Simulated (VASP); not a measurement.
# Li27F in VASP: single point with LDA

Aim: the single point of Li27F with LDA.

Everything below comes from runs of VASP 6.6.1. Logs are shortened: lines on timing, memory, paths and dates and some standing lists are left out, and cuts for length are marked.

## 1. The cell of the first run

The cell holds a slab with vacuum, 28 atoms: a = 10.470 Å, b = 10.470 Å, c = 16.490 Å, α = 90.00°, β = 90.00°, γ = 90.00°.

## 2. Single point, LDA

Contents of INCAR:

```
SYSTEM = Li27F
  PREC = Accurate
  ENCUT = 520
  EDIFF = 1E-7
  ISMEAR = 0
  SIGMA = 0.05
  LREAL = Auto
  LASPH = .TRUE.
  NELM = 60
  ALGO = Normal
  ISIF = 2
  LWAVE = .FALSE.
  LCHARG = .FALSE.
  NBANDS = 64
```

Contents of KPOINTS:

```
Automatic mesh
0
G
  3 3 1
  0 0 0
```

Contents of POSCAR:

```
Li27F
1.0
   10.4700000000      0.0000000000      0.0000000000
    0.0000000000     10.4700000000      0.0000000000
    0.0000000000      0.0000000000     16.4900000000
Li F
27 1
Direct
    0.0000000000      0.0000000000      0.0606428100
    0.3333333300      0.0000000000      0.0606428100
    0.6666666700      0.0000000000      0.0606428100
    0.0000000000      0.3333333300      0.0606428100
    0.3333333300      0.3333333300      0.0606428100
    0.6666666700      0.3333333300      0.0606428100
    0.0000000000      0.6666666700      0.0606428100
    0.3333333300      0.6666666700      0.0606428100
    0.6666666700      0.6666666700      0.0606428100
    0.1706978007      0.1642228733      0.1619973528
    0.4959249306      0.1643141273      0.1620897013
    0.8332821023      0.1449824931      0.1747600873
    0.1715668060      0.4999984738      0.1584261438
    0.4949538700      0.4999915656      0.1583813503
    0.8331373224      0.4999774608      0.1619093706
    0.1706995853      0.8357456883      0.1619713826
    0.4959061071      0.8356537887      0.1620765189
    0.8332939459      0.8550338959      0.1747832653
   -0.0001335291     -0.0000169576      0.2655503424
    0.3331636330     -0.0000558726      0.2659410024
    0.6666651432      0.0000200915      0.2656017798
    0.0100600867      0.3428316726      0.2584714327
    0.3333876221      0.3344545735      0.2640873852
    0.6567875782      0.3430029264      0.2585835546
    0.0099857636      0.6571255862      0.2584810201
    0.3333402650      0.6656012169      0.2640737163
    0.6569057475      0.6569409500      0.2585730480
    0.8332561433      0.9999964766      0.2432697556
```

Potentials or basis: VASP PAW LDA potentials, release 64 (Li_sv, F).

On the command line:

```sh
$ cat potpaw_LDA.64/Li_sv/POTCAR potpaw_LDA.64/F/POTCAR > POTCAR
$ mpirun -np 1 vasp_std > vasp.out
```

OUTCAR:

```text
SYSTEM = Li27F
   PREC = Accurate
   ENCUT = 520
   EDIFF = 1E-7
   ISMEAR = 0
   LREAL = Auto
   LASPH = .TRUE.
   NELM = 60
   ISIF = 2

 ion  position               nearest neighbor table
   1  0.000  0.000  0.061-
   2  0.333  0.000  0.061-
   3  0.667  0.000  0.061-
   4  0.000  0.333  0.061-
   5  0.333  0.333  0.061-
   6  0.667  0.333  0.061-
   7  0.000  0.667  0.061-
   8  0.333  0.667  0.061-
   9  0.667  0.667  0.061-
  10  0.171  0.164  0.162-
  11  0.496  0.164  0.162-
  12  0.833  0.145  0.175-  28 1.89
  13  0.172  0.500  0.158-
  14  0.495  0.500  0.158-
  15  0.833  0.500  0.162-
  16  0.171  0.836  0.162-
  17  0.496  0.836  0.162-
  18  0.833  0.855  0.175-  28 1.89
  19  1.000  1.000  0.266-  28 1.78
  20  0.333  1.000  0.266-
  21  0.667  0.000  0.266-  28 1.78
  22  0.010  0.343  0.258-
  23  0.333  0.334  0.264-
  24  0.657  0.343  0.259-
  25  0.010  0.657  0.258-
  26  0.333  0.666  0.264-
  27  0.657  0.657  0.259-
  28  0.833  1.000  0.243-  21 1.78  19 1.78  18 1.89  12 1.89

  LATTYP: Found a simple tetragonal cell.
 ALAT       =    10.4700000000
 C/A-ratio  =     1.5749761223

  Lattice vectors:

 A1 = (  10.4700000000,   0.0000000000,   0.0000000000)
 A2 = (   0.0000000000,  10.4700000000,   0.0000000000)
 A3 = (   0.0000000000,   0.0000000000,  16.4900000000)

Analysis of symmetry for initial positions (statically):
=====================================================================
 Subroutine PRICEL returns:
 Original cell was already a primitive cell.

 Routine SETGRP: Setting up the symmetry group for a
 simple tetragonal supercell.

 Subroutine GETGRP returns: Found  1 space group operations
 (whereof  1 operations were pure point group operations)
 out of a pool of 16 trial point group operations.

The static configuration has the point symmetry C_1 .

Analysis of symmetry for dynamics (positions and initial velocities):
=====================================================================
 Subroutine PRICEL returns:
 Original cell was already a primitive cell.

 Routine SETGRP: Setting up the symmetry group for a
 simple tetragonal supercell.

 Subroutine GETGRP returns: Found  1 space group operations
 (whereof  1 operations were pure point group operations)
 out of a pool of 16 trial point group operations.

The dynamic configuration has the point symmetry C_1 .

 Subroutine INISYM returns: Found  1 space group operations
 (whereof  1 operations are pure point group operations),
 and found     1 'primitive' translations

----------------------------------------------------------------------------------------

                                     Primitive cell

  volume of cell :    1807.6486

  direct lattice vectors                    reciprocal lattice vectors
    10.470000000  0.000000000  0.000000000     0.095510984  0.000000000  0.000000000
     0.000000000 10.470000000  0.000000000     0.000000000  0.095510984  0.000000000
     0.000000000  0.000000000 16.490000000     0.000000000  0.000000000  0.060642814

  length of vectors
    10.470000000 10.470000000 16.490000000     0.095510984  0.095510984  0.060642814

  position of ions in fractional coordinates (direct lattice)
     0.000000000  0.000000000  0.060642810
     0.333333330  0.000000000  0.060642810
     0.666666670  0.000000000  0.060642810
     0.000000000  0.333333330  0.060642810
     0.333333330  0.333333330  0.060642810
     0.666666670  0.333333330  0.060642810
[... 20 lines left out ...]
     0.656905747  0.656940950  0.258573048
     0.833256143  0.999996477  0.243269756

  ion indices of the primitive-cell ions
   primitive index   ion index
                 1           1
                 2           2
                 3           3
                 4           4
                 5           5
                 6           6
[... 20 lines left out ...]
                27          27
                28          28

----------------------------------------------------------------------------------------

 KPOINTS: Automatic mesh

Automatic generation of k-mesh.
 Grid dimensions read from file:
 generate k-points for:    3    3    1

 Generating k-lattice:

  Cartesian coordinates                     Fractional coordinates (reciprocal lattice)
     0.031836995  0.000000000  0.000000000     0.333333333  0.000000000  0.000000000
     0.000000000  0.031836995  0.000000000     0.000000000  0.333333333  0.000000000
     0.000000000  0.000000000  0.060642814     0.000000000  0.000000000  1.000000000

  Length of vectors
     0.031836995  0.031836995  0.060642814

  Shift w.r.t. Gamma in fractional coordinates (k-lattice)
     0.000000000  0.000000000  0.000000000

 Subroutine IBZKPT returns following result:
 ===========================================

 Found      5 irreducible k-points:

 Following reciprocal coordinates:
            Coordinates               Weight
  0.000000  0.000000  0.000000      1.000000
  0.333333  0.000000  0.000000      2.000000
  0.000000  0.333333  0.000000      2.000000
  0.333333  0.333333  0.000000      2.000000
 -0.333333  0.333333  0.000000      2.000000
   k-points           NKPTS =      5   k-points in BZ     NKDIM =      5   number of bands    NBANDS=     64
   number of dos      NEDOS =    301   number of ions     NIONS =     28
   total plane-waves  NPLWV = 806400
   dimension x,y,z NGX =    80 NGY =   80 NGZ =  126
   dimension x,y,z NGXF=   160 NGYF=  160 NGZF=  252
   ions per type =              27   1
   NGX,Y,Z   is equivalent  to a cutoff of  12.70, 12.70, 12.70 a.u.
   NGXF,Y,Z  is equivalent  to a cutoff of  25.41, 25.41, 25.41 a.u.
 SYSTEM =  Li27F
   PREC   = accura    normal or accurate (medium, high low for compatibility)
   ISTART =      0    job   : 0-new  1-cont  2-samecut
   ICHARG =      2    charge: 1-file 2-atom 10-const
   ISPIN  =      1    spin polarized calculation?
   LNONCOLLINEAR =      F non collinear calculations
   LSORBIT =      F    spin-orbit coupling
   LASPH  =      T    aspherical Exc in radial PAW
   ENCUT  =  520.0 eV  38.22 Ry    6.18 a.u.  19.47 19.47 30.66*2*pi/ulx,y,z
   NELM   =     60;   NELMIN=  2; NELMDL= -5     # of ELM steps
   EDIFF  = 0.1E-06   stopping-criterion for ELM
   LREAL  =      T    real-space projection
   EDIFFG = 0.1E-05   stopping-criterion for IOM
   NSW    =      0    number of steps for IOM
   IBRION =     -1    ionic relax: 0-MD 1-quasi-New 2-CG
   NFREE  =      0    steps in history (QN), initial steepest desc. (CG)
   ISIF   =      2    stress and relaxation
   ISYM   =      2    0-nonsym 1-usesym 2-fastsym
   POTIM  = 0.5000    time-step for ionic-motion
   TEBEG  =    0.0;   TEEND  =   0.0 temperature during run
   PSTRESS=    0.0 pullay stress
   NELECT =      88.0000    total number of electrons
   NUPDOWN=      -1.0000    fix difference up-down
   EMIN   =  10.00;   EMAX   =-10.00  energy-range for DOS
   EFERMI =   0.00;   METHOD = LEGACY
   ISMEAR =     0;   SIGMA  =   0.05  broadening in eV -4-tet -1-fermi 0-gaus
   EFERMI_NEDOS =   21; number of points for ismear=-14 and -15
   IALGO  =     38    algorithm
   IMIX   =      4    mixing-type and parameters
     AMIX     =   0.40;   BMIX     =  1.00
     AMIX_MAG =   1.60;   BMIX_MAG =  1.00
  volume/ion in A,a.u.               =      64.56       435.66
  Fermi-wavevector in a.u.,A,eV,Ry     =   0.597766  1.129614  4.861687  0.357324
  Thomas-Fermi vector in A             =   1.648616
   LORBIT       =      0    0 simple, 1 ext, 2 COOP (PROOUT), +10 PAW based schemes
   GGA     = CA    functional components
   LHFCALC =     F    Hartree Fock is set to
   AEXX    =    0.0000 exact exchange contribution
   IVDW    =     0    specifies the selected vdW correction
   LEPSILON=     F    determine dielectric tensor
   LRPA    =     F    only Hartree local field effects (RPA)
 non-spin polarized calculation
 Gauss-broadening in eV      SIGMA  =   0.05
  energy-cutoff  :      520.00
  volume of cell :     1807.65
 maximum number of plane-waves:     48725
 NGX is ok and might be reduce to    80
   NGX = 39   NGY = 39   NGZ = 61

 number of electron      87.9999975 magnetization

 Free energy of the ion-electron system (eV)
  ---------------------------------------------------
  ext. energy  EPLUGINS =         0.00000000
  ---------------------------------------------------
  free energy    TOTEN  =       -55.96335872 eV

  energy without entropy =      -55.94187958  energy(sigma->0) =      -55.95261915

 E-fermi :  -1.7733     XC(G=0):  -3.2721

 val. band max:       -1.8040741254   @ k =   0.3333   0.0000   0.0000
 cond. band min:      -1.7608806625   @ k =   0.3333   0.3333   0.0000
 fundamental gap:      0.0431934629
 Fermi energy:        -1.7733166011

 k-point     1 :       0.0000    0.0000    0.0000
  band No.  band energies     occupation
      1     -48.2153      2.00000
      2     -48.2146      2.00000
      3     -48.2146      2.00000
      4     -48.2140      2.00000
      5     -48.1795      2.00000
      6     -48.1784      2.00000
[... 48 lines left out ...]
     55      -0.3326      0.00000
     56      -0.3112      0.00000

 k-point     2 :       0.3333    0.0000    0.0000
  band No.  band energies     occupation
      1     -48.2153      2.00000
      2     -48.2146      2.00000
      3     -48.2146      2.00000
      4     -48.2140      2.00000
      5     -48.1795      2.00000
      6     -48.1784      2.00000
[... 48 lines left out ...]
     55      -0.2984      0.00000
     56      -0.2685      0.00000

 k-point     3 :       0.0000    0.3333    0.0000
  band No.  band energies     occupation
      1     -48.2153      2.00000
      2     -48.2146      2.00000
      3     -48.2146      2.00000
      4     -48.2140      2.00000
      5     -48.1795      2.00000
      6     -48.1784      2.00000
[... 48 lines left out ...]
     55      -0.3510      0.00000
     56      -0.2164      0.00000

 k-point     4 :       0.3333    0.3333    0.0000
  band No.  band energies     occupation
      1     -48.2153      2.00000
      2     -48.2146      2.00000
      3     -48.2146      2.00000
      4     -48.2140      2.00000
      5     -48.1795      2.00000
      6     -48.1784      2.00000
[... 48 lines left out ...]
     55      -0.7472      0.00000
     56      -0.3744      0.00000

 k-point     5 :      -0.3333    0.3333    0.0000
  band No.  band energies     occupation
      1     -48.2153      2.00000
      2     -48.2146      2.00000
      3     -48.2146      2.00000
      4     -48.2140      2.00000
      5     -48.1795      2.00000
      6     -48.1784      2.00000
[... 48 lines left out ...]
     55      -0.7472      0.00000
     56      -0.3744      0.00000
 [bands above 56 left out]

------------------------ aborting loop because EDIFF is reached ----------------------------------------

  FORCE on cell =-STRESS in cart. coord.  units (eV):
  Direction    XX          YY          ZZ          XY          YZ          ZX
  --------------------------------------------------------------------------------------
  -------------------------------------------------------------------------------------
  Total       -8.4316589     -8.8606375     -0.3587682      0.0007390      0.0025203     -0.0017214
  in kB       -7.4732514     -7.8534690     -0.3179878      0.0006550      0.0022338     -0.0015257
  external PRESSURE =      -5.2149027 kB  Pullay stress =       0.0000000 kB

 VOLUME and BASIS-vectors are now :
 -----------------------------------------------------------------------------
  energy-cutoff  :      520.00
  volume of cell :     1807.65
      direct lattice vectors                 reciprocal lattice vectors
    10.470000000  0.000000000  0.000000000     0.095510984  0.000000000  0.000000000
     0.000000000 10.470000000  0.000000000     0.000000000  0.095510984  0.000000000
     0.000000000  0.000000000 16.490000000     0.000000000  0.000000000  0.060642814

 POSITION                                       TOTAL-FORCE (eV/Angst)
 -----------------------------------------------------------------------------------
      0.00000      0.00000      1.00000         0.070071      0.000057     -0.120517
      3.49000      0.00000      1.00000         0.000092     -0.000023     -0.061205
      6.98000      0.00000      1.00000        -0.072093     -0.000038     -0.121764
      0.00000      3.49000      1.00000        -0.027163     -0.071834      0.096330
      3.49000      3.49000      1.00000         0.000585     -0.058902     -0.056225
      6.98000      3.49000      1.00000         0.023509     -0.070619      0.099069
[... 20 lines left out ...]
      6.87780      6.87817      4.26387         0.002263      0.005843      0.005302
      8.72419     10.46996      4.01152         0.001575      0.000430      0.009126
 -----------------------------------------------------------------------------------
    total drift:                                0.014093     -0.000882     -0.002804

  FREE ENERGIE OF THE ION-ELECTRON SYSTEM (eV)
  ---------------------------------------------------
  free  energy   TOTEN  =       -55.9633587172 eV

  energy  without entropy=      -55.9418795772  energy(sigma->0) =      -55.95261915
```

Wall time 17 min (1 thread of Intel Xeon 6975P-C (Granite Rapids), shared host); peak memory 1.1 GiB.

Results:

* Free energy: -55.9634 eV
* Largest force: 0.142 eV/Å
* Band gap on the k mesh: zero (band 44 reaches -1.76 eV, above the bottom of band 45 at -1.81 eV)

Forces in eV/Å, atoms in the order of the input:
```
Li   0.070  0.000 -0.121
Li   0.000  0.000 -0.061
Li  -0.072  0.000 -0.122
Li  -0.027 -0.072  0.096
Li   0.001 -0.059 -0.056
Li   0.024 -0.071  0.099
Li  -0.027  0.072  0.096
Li   0.001  0.059 -0.056
Li   0.024  0.071  0.099
Li  -0.001 -0.001  0.000
Li   0.003 -0.002  0.000
Li   0.000  0.010 -0.006
Li   0.000  0.000 -0.002
Li   0.003  0.000  0.001
Li   0.005  0.000  0.004
Li  -0.001  0.001  0.001
Li   0.003  0.002  0.000
Li   0.000 -0.010 -0.006
Li   0.014  0.000  0.001
Li   0.001  0.000  0.004
Li  -0.020  0.000  0.001
Li  -0.003  0.000  0.002
Li  -0.001  0.004  0.003
Li   0.003 -0.005  0.005
Li  -0.003  0.000  0.001
Li   0.000 -0.004  0.004
Li   0.002  0.006  0.005
F    0.002  0.000  0.009
```

Levels at points of the mesh, in eV from the Fermi level:
| k point | band 41 | band 42 | band 43 | band 44 | band 45 | band 46 | band 47 | band 48 |
| --- | --- | --- | --- | --- | --- | --- | --- | --- |
| (0.00, 0.00, 0.00) | -0.69 | -0.30 | -0.29 | -0.20 | -0.04 | 0.36 | 0.80 | 0.83 |

Caveat: the cutoff is under 1.25 times the usual one of these potentials, so pressure, stress and relaxed cells hold a basis-set (Pulay) error.
